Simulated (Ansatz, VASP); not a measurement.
MgS in VASP and in Ansatz

File INCAR:

```
ALGO = Normal
EDIFF = 1E-6
ENCUT = 520
ISIF = 2
ISMEAR = -1
LASPH = True
LCHARG = True
LELF = True
LREAL = False
LVHAR = True
LWAVE = False
NBANDS = 16
NELM = 100
PREC = Accurate
SIGMA = 0.05
```

The input KPOINTS:

```
k-points
0
Gamma
  8 8 4
```

Contents of POSCAR:

```
MgS
1.0
    4.0346224068      0.0000000000      0.0000000000
   -2.0173112034      3.4940854990      0.0000000000
    0.0000000000      0.0000000000      6.4322941800
S Mg
2 2
Direct
    0.6666666667      0.3333333333      0.8792441500
    0.3333333333      0.6666666667      0.3792441500
    0.3333333333      0.6666666667      0.9957548500
    0.6666666667      0.3333333333      0.4957548500
```

Contents of input.yaml:

```yaml
crystal:
  lattice:
    - [4.0346224068, 0.0, 0.0]
    - [-2.0173112034, 3.494085499, 0.0]
    - [0.0, 0.0, 6.43229418]
  atoms:
    - { symbol: S, position: [0.6666666667, 0.3333333333, 0.87924415] }
    - { symbol: S, position: [0.3333333333, 0.6666666667, 0.37924415] }
    - { symbol: Mg, position: [0.3333333333, 0.6666666667, 0.99575485] }
    - { symbol: Mg, position: [0.6666666667, 0.3333333333, 0.49575485] }
kpoints:
  mp_grid: { grid: [8, 8, 4] }
  band_path:
    path:
      - [0.0, 0.0, 0.0]
      - [0.5, 0.0, 0.0]
      - [0.3333333333, 0.3333333333, 0.0]
      - [0.0, 0.0, 0.0]
      - [0.0, 0.0, 0.5]
      - [0.5, 0.0, 0.5]
      - [0.3333333333, 0.3333333333, 0.5]
      - [0.0, 0.0, 0.5]
    npoints: 6
scf:
  occupations: { method: fermi_dirac, width: 0.05 }
hamiltonian:
  xc: lda
  pseudopotentials: { kind: all_electron, lapw: { basis_error: 0.002 } }
output:
  forces: true
  stress: true
  eigenvalues: true
```

Alike in both runs: functional LDA; k mesh 8 × 8 × 4; occupations fermi-dirac, width 0.05 eV; no spin polarisation.

|  | VASP | Ansatz |
| --- | --- | --- |
| version | VASP 6.6.1 | Ansatz 0.2.0 |
| potentials or method | VASP PAW LDA potentials, release 64 (S, Mg), cutoff 520 eV | all-electron LAPW, scalar-relativistic |
| task | single point | band structure |

Ansatz gave:

```
gap on the k mesh at the Fermi level (eV)                     : 3.15
least direct gap on the mesh (eV)                             : 3.15
pressure (GPa)                                                : -2.1
traceless stress, the component that is largest in VASP (GPa) : -0.13
rms of the force components (eV/Å)                            : 0.030
```

Problem. What did VASP give for the same quantities?

Solution. gap on the k mesh at the Fermi level (eV): 3.16; least direct gap on the mesh (eV): 3.16; pressure (GPa): -2.4; traceless stress, the component that is largest in VASP (GPa): -0.12; rms of the force components (eV/Å): 0.031.

LDA's correlation is that of Perdew and Zunger in VASP and of Perdew and Wang (1992) in Ansatz. Atom by atom the forces differ by 0.001 eV/Å (rms over components). Ansatz ran all-electron here, and VASP with PAW potentials.
